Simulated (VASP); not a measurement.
Al, 1 atom in the cell. The structure is cubic, space group Fm-3m (No. 225). Conventional cell: a = 4.039 Å, b = 4.039 Å, c = 4.039 Å, α = 90.00°, β = 90.00°, γ = 90.00°. Within 3.8 Å of Al (site symmetry m-3m) lie 12 Al at 2.86 Å. 

```yaml
Program: VASP 6.6.1
Task: single point
Functional: revPBE
Potentials_or_basis: VASP PAW PBE potentials, release 64 (Al)
Cutoff: 500 eV
k_mesh: 10 × 10 × 10
Occupations: gaussian, width 0.1 eV
Spin: no spin polarisation
Dipole_correction: no
Further_INCAR_settings: ALGO = Normal; EDIFF = 1e-06; NBANDS = 8
```

Potentials or basis: VASP PAW PBE potentials, release 64 (Al).

Launch:

```console
$ cat potpaw_PBE.64/Al/POTCAR > POTCAR
$ mpirun -np 1 vasp_std > vasp.out
```

Hardware: 1 thread of Intel(R) Xeon(R) 6975P-C (Granite Rapids), on a shared host.

Q: How long does it take, and how much memory?

A: Wall time 2.2 s on 1 thread of Intel(R) Xeon(R) 6975P-C (Granite Rapids) (shared host), peak memory 0.13 GiB. Counts: scf iterations 10, k points 47.
